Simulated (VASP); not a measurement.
# ZrH (P4_2/mmc) in VASP: notebook, part 2 of 2

VASP 6.6.1. Earlier steps stand in the parts before.

## (3) Single point, PBEsol (12.75 Å³/atom)

This run uses another cell than the first one, of 12.75 Å³/atom.

The input, INCAR:

```
SYSTEM = ZrH
ALGO = Normal
EDIFF = 1E-6
ENCUT = 520
GGA = PS
ISIF = 2
ISMEAR = -1
LASPH = .True.
LCHARG = .False.
LREAL = .False.
LWAVE = .False.
NBANDS = 21
NELM = 60
PREC = Accurate
SIGMA = 0.02
```

The input, KPOINTS:

```
k-points
0
Gamma
  9 9 6
  0 0 0
```

The input, POSCAR:

```
ZrH
1.0
    3.2210273400      0.0000000000      0.0000000000
    0.0000000000      3.2210273400      0.0000000000
    0.0000000000      0.0000000000      4.9147909457
Zr H
2 2
Direct
    0.0000000000      0.5000000000      0.0000000000
    0.5000000000      0.0000000000      0.5000000000
    0.0000000000      0.0000000000      0.7500000000
    0.0000000000      0.0000000000      0.2500000000
```

Potentials or basis: VASP PAW PBE potentials, release 64 (Zr_sv, H).

Command:

```console
$ cat potpaw_PBE.64/Zr_sv/POTCAR potpaw_PBE.64/H/POTCAR > POTCAR
$ mpirun -np 1 vasp_std > vasp.out
```

OUTCAR:

```text
SYSTEM = ZrH
   EDIFF = 1E-6
   ENCUT = 520
   GGA = PS
   ISIF = 2
   ISMEAR = -1
   LASPH = .True.
   LREAL = .False.
   NELM = 60
   PREC = Accurate

 ion  position               nearest neighbor table
   1  0.000  0.500  0.000-   3 2.03   4 2.03   3 2.03   4 2.03   2 3.35   2 3.35   2 3.35   2 3.35
                             2 3.35   2 3.35   2 3.35   2 3.35
   2  0.500  0.000  0.500-   3 2.03   4 2.03   3 2.03   4 2.03   1 3.35   1 3.35   1 3.35   1 3.35
                             1 3.35   1 3.35   1 3.35   1 3.35
   3  0.000  0.000  0.750-   1 2.03   2 2.03   1 2.03   2 2.03
   4  0.000  0.000  0.250-   1 2.03   2 2.03   1 2.03   2 2.03

  LATTYP: Found a simple tetragonal cell.
 ALAT       =     3.2210273400
 C/A-ratio  =     1.5258457712

  Lattice vectors:

 A1 = (   3.2210273400,   0.0000000000,   0.0000000000)
 A2 = (   0.0000000000,   3.2210273400,   0.0000000000)
 A3 = (   0.0000000000,   0.0000000000,   4.9147909457)

Analysis of symmetry for initial positions (statically):
=====================================================================
 Subroutine PRICEL returns:
 Original cell was already a primitive cell.

 Routine SETGRP: Setting up the symmetry group for a
 simple tetragonal supercell.

 Subroutine GETGRP returns: Found 16 space group operations
 (whereof  8 operations were pure point group operations)
 out of a pool of 16 trial point group operations.

The static configuration has the point symmetry D_2h.
 The point group associated with its full space group is D_4h.

Analysis of symmetry for dynamics (positions and initial velocities):
=====================================================================
 Subroutine PRICEL returns:
 Original cell was already a primitive cell.

 Routine SETGRP: Setting up the symmetry group for a
 simple tetragonal supercell.

 Subroutine GETGRP returns: Found 16 space group operations
 (whereof  8 operations were pure point group operations)
 out of a pool of 16 trial point group operations.

The dynamic configuration has the point symmetry D_2h.
 The point group associated with its full space group is D_4h.

 Subroutine INISYM returns: Found 16 space group operations
 (whereof  8 operations are pure point group operations),
 and found     1 'primitive' translations

----------------------------------------------------------------------------------------

                                     Primitive cell

  volume of cell :      50.9910

  direct lattice vectors                    reciprocal lattice vectors
     3.221027340  0.000000000  0.000000000     0.310459954  0.000000000  0.000000000
     0.000000000  3.221027340  0.000000000     0.000000000  0.310459954  0.000000000
     0.000000000  0.000000000  4.914790946     0.000000000  0.000000000  0.203467454

  length of vectors
     3.221027340  3.221027340  4.914790946     0.310459954  0.310459954  0.203467454

  position of ions in fractional coordinates (direct lattice)
     0.000000000  0.500000000  0.000000000
     0.500000000  0.000000000  0.500000000
     0.000000000  0.000000000  0.750000000
     0.000000000  0.000000000  0.250000000

  ion indices of the primitive-cell ions
   primitive index   ion index
                 1           1
                 2           2
                 3           3
[... 25 lines left out ...]

 Found     60 irreducible k-points:

 Following reciprocal coordinates:
            Coordinates               Weight
  0.000000  0.000000  0.000000      1.000000
  0.111111  0.000000  0.000000      4.000000
  0.222222  0.000000  0.000000      4.000000
  0.333333  0.000000  0.000000      4.000000
  0.444444  0.000000  0.000000      4.000000
  0.111111  0.111111  0.000000      4.000000
[... 16 lines left out ...]
  0.333333  0.111111  0.166667     16.000000
  0.444444  0.111111  0.166667     16.000000
 [... further k-points ...]
   k-points           NKPTS =     60   k-points in BZ     NKDIM =     60   number of bands    NBANDS=     21
   number of dos      NEDOS =    301   number of ions     NIONS =      4
   total plane-waves  NPLWV =  23040
   dimension x,y,z NGX =    24 NGY =   24 NGZ =   40
   dimension x,y,z NGXF=    48 NGYF=   48 NGZF=   80
   ions per type =               2   2
   NGX,Y,Z   is equivalent  to a cutoff of  12.39, 12.39, 13.53 a.u.
   NGXF,Y,Z  is equivalent  to a cutoff of  24.77, 24.77, 27.06 a.u.
 SYSTEM =  ZrH
   PREC   = accura    normal or accurate (medium, high low for compatibility)
   ISTART =      0    job   : 0-new  1-cont  2-samecut
   ICHARG =      2    charge: 1-file 2-atom 10-const
   ISPIN  =      1    spin polarized calculation?
   LNONCOLLINEAR =      F non collinear calculations
   LSORBIT =      F    spin-orbit coupling
   LASPH  =      T    aspherical Exc in radial PAW
   ENCUT  =  520.0 eV  38.22 Ry    6.18 a.u.   5.99  5.99  9.14*2*pi/ulx,y,z
   NELM   =     60;   NELMIN=  2; NELMDL= -5     # of ELM steps
   EDIFF  = 0.1E-05   stopping-criterion for ELM
   LREAL  =      F    real-space projection
   EDIFFG = 0.1E-04   stopping-criterion for IOM
   NSW    =      0    number of steps for IOM
   IBRION =     -1    ionic relax: 0-MD 1-quasi-New 2-CG
   NFREE  =      0    steps in history (QN), initial steepest desc. (CG)
   ISIF   =      2    stress and relaxation
   ISYM   =      2    0-nonsym 1-usesym 2-fastsym
   POTIM  = 0.5000    time-step for ionic-motion
   TEBEG  =    0.0;   TEEND  =   0.0 temperature during run
   PSTRESS=    0.0 pullay stress
   NELECT =      26.0000    total number of electrons
   NUPDOWN=      -1.0000    fix difference up-down
   EMIN   =  10.00;   EMAX   =-10.00  energy-range for DOS
   EFERMI =   0.00;   METHOD = LEGACY
   ISMEAR =    -1;   SIGMA  =   0.02  broadening in eV -4-tet -1-fermi 0-gaus
   EFERMI_NEDOS =   21; number of points for ismear=-14 and -15
   IALGO  =     38    algorithm
   IMIX   =      4    mixing-type and parameters
     AMIX     =   0.40;   BMIX     =  1.00
     AMIX_MAG =   1.60;   BMIX_MAG =  1.00
  volume/ion in A,a.u.               =      12.75        86.03
  Fermi-wavevector in a.u.,A,eV,Ry     =   1.307880  2.471535 23.273457  1.710551
  Thomas-Fermi vector in A             =   2.438585
   LORBIT       =      0    0 simple, 1 ext, 2 COOP (PROOUT), +10 PAW based schemes
   GGA     = PS    functional components
   LHFCALC =     F    Hartree Fock is set to
   AEXX    =    0.0000 exact exchange contribution
   IVDW    =     0    specifies the selected vdW correction
   LEPSILON=     F    determine dielectric tensor
   LRPA    =     F    only Hartree local field effects (RPA)
 non-spin polarized calculation
  energy-cutoff  :      520.00
  volume of cell :       50.99
 maximum number of plane-waves:      1393
 NGX is ok and might be reduce to    24
   NGX = 11   NGY = 11   NGZ = 19

 number of electron      25.9999997 magnetization

 Free energy of the ion-electron system (eV)
  ---------------------------------------------------
  ext. energy  EPLUGINS =         0.00000000
  ---------------------------------------------------
  free energy    TOTEN  =       -26.64918685 eV

  energy without entropy =      -26.64638223  energy(sigma->0) =      -26.64778454

 E-fermi :   8.3117     XC(G=0): -11.2535

 val. band max:        8.3111554582   @ k =   0.2222   0.0000   0.1667
 cond. band min:       8.3473801204   @ k =   0.0000   0.0000   0.5000
 fundamental gap:      0.0362246622
 Fermi energy:         8.3116767134

 k-point     1 :       0.0000    0.0000    0.0000
  band No.  band energies     occupation
      1     -40.4495      2.00000
      2     -40.3313      2.00000
      3     -18.8746      2.00000
      4     -18.3474      2.00000
      5     -18.3474      2.00000
      6     -18.1204      2.00000
[... 565 lines left out ...]
     20      14.0920      0.00000
     21      15.8502      0.00000

 [... further k-points ...]

------------------------ aborting loop because EDIFF is reached ----------------------------------------

  FORCE on cell =-STRESS in cart. coord.  units (eV):
  Direction    XX          YY          ZZ          XY          YZ          ZX
  --------------------------------------------------------------------------------------
  -------------------------------------------------------------------------------------
  Total       -0.2480711     -0.2480711      0.3468917      0.0000000      0.0000000      0.0000000
  in kB       -7.7945838     -7.7945838     10.8996025      0.0000000      0.0000000      0.0000000
  external PRESSURE =      -1.5631884 kB  Pullay stress =       0.0000000 kB

 VOLUME and BASIS-vectors are now :
 -----------------------------------------------------------------------------
  energy-cutoff  :      520.00
  volume of cell :       50.99
      direct lattice vectors                 reciprocal lattice vectors
     3.221027340  0.000000000  0.000000000     0.310459954  0.000000000  0.000000000
     0.000000000  3.221027340  0.000000000     0.000000000  0.310459954  0.000000000
     0.000000000  0.000000000  4.914790946     0.000000000  0.000000000  0.203467454

 POSITION                                       TOTAL-FORCE (eV/Angst)
 -----------------------------------------------------------------------------------
      0.00000      1.61051      0.00000         0.000000      0.000000     -0.000000
      1.61051      0.00000      2.45740         0.000000      0.000000     -0.000000
      0.00000      0.00000      3.68609         0.000000     -0.000000      0.000000
      0.00000      0.00000      1.22870        -0.000000      0.000000     -0.000000
 -----------------------------------------------------------------------------------
    total drift:                                0.000000      0.000000     -0.000000

  FREE ENERGIE OF THE ION-ELECTRON SYSTEM (eV)
  ---------------------------------------------------
  free  energy   TOTEN  =       -26.6491868513 eV

  energy  without entropy=      -26.6463822321  energy(sigma->0) =      -26.64778454
```

stdout:

```text
POSCAR found type information on POSCAR ZrH
 POSCAR found :  2 types and       4 ions
 scaLAPACK will be used
 -----------------------------------------------------------------------------
|                                                                             |
|                                                                             |
|     You enforced a specific xc type in the INCAR file but a different       |
|     I HOPE YOU KNOW WHAT YOU ARE DOING!                                     |
|                                                                             |
 -----------------------------------------------------------------------------

 LDA part: xc-table for (Slater+PW92), standard interpolation
 POSCAR, INCAR and KPOINTS ok, starting setup
 FFT: planning ... GRIDC
 FFT: planning ... GRID_SOFT
 FFT: planning ... GRID
 WAVECAR not read
 entering main loop
```

Run time: 28 s. Hardware: 1 thread of AMD EPYC 9R14 (Zen 4), shared host; peak memory 0.16 GiB.

Results:

* Free energy: -26.6492 eV
* Pressure: -0.2 GPa
* Band gap on the k mesh: zero (bands 13 and 14 overlap by 1.05 eV)

Levels at points of the mesh, in eV from the Fermi level:
| k point | band 10 | band 11 | band 12 | band 13 | band 14 | band 15 | band 16 | band 17 |
| --- | --- | --- | --- | --- | --- | --- | --- | --- |
| (0.00, 0.00, 0.00) | -3.41 | -3.07 | -2.94 | 0.05 | 0.69 | 0.69 | 2.36 | 3.43 |
| (0.00, 0.00, 0.50) | -6.72 | -1.76 | -1.76 | 0.04 | 0.04 | 1.82 | 1.82 | 2.43 |

Caveat: the PAW data sets were made with another functional, which shifts forces and pressure a little.

The gap in the log of VASP goes by the Fermi energy; the results here count the filled bands.